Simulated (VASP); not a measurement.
Input of a VASP 6.6.1 run:

The input INCAR:

```
SYSTEM = AlN
PREC = Accurate
ENCUT = 600
EDIFF = 1E-7
ISMEAR = 0
SIGMA = 0.01
LREAL = .FALSE.
LASPH = .TRUE.
NELM = 60
ALGO = Normal
ISIF = 3
LWAVE = .FALSE.
LCHARG = .FALSE.
GGA = PS
IBRION = 2
NSW = 80
EDIFFG = -0.001
PSTRESS = 400.0
```

The input KPOINTS:

```
regular mesh
0
G
  10 10 10
  0 0 0
```

File POSCAR:

```
AlN
1.0
    0.0000000000      2.1888400046      2.1888400046
    2.1888400046      0.0000000000      2.1888400046
    2.1888400046      2.1888400046      0.0000000000
Al N
1 1
Direct
    0.0000000000      0.0000000000      0.0000000000
    0.7500000000      0.7500000000      0.7500000000
```

Potentials or basis: VASP PAW PBE potentials, release 64 (Al, N).

Launch:

```bash
$ cat potpaw_PBE.64/Al/POTCAR potpaw_PBE.64/N/POTCAR > POTCAR
$ mpirun -np 1 vasp_std > vasp.out
```

Question: Predict the relaxed volume.

Answer: 9.04 Å³/atom.

Question: Predict the relaxed cell.

Answer: a = 2.946 Å, b = 2.946 Å, c = 2.946 Å, α = 60.00°, β = 60.00°, γ = 60.00°.

Question: Estimate the band gap on the k mesh.

Answer: 3.24 eV, indirect (least direct gap 5.17 eV).

Final structure:
```yaml
crystal:
  lattice:
    - [0.00000, 2.08282, 2.08282]
    - [2.08282, 0.00000, 2.08282]
    - [2.08282, 2.08282, 0.00000]
  atoms:
    - { symbol: Al, position: [0.00000, 0.00000, 0.00000] }
    - { symbol: N, position: [0.75000, 0.75000, 0.75000] }
```

Caveat: the cell is relaxed towards a set pressure, so the enthalpy falls and the energy may rise; the PAW data sets were made with another functional, which shifts forces and pressure a little. A k mesh can miss the band edges.
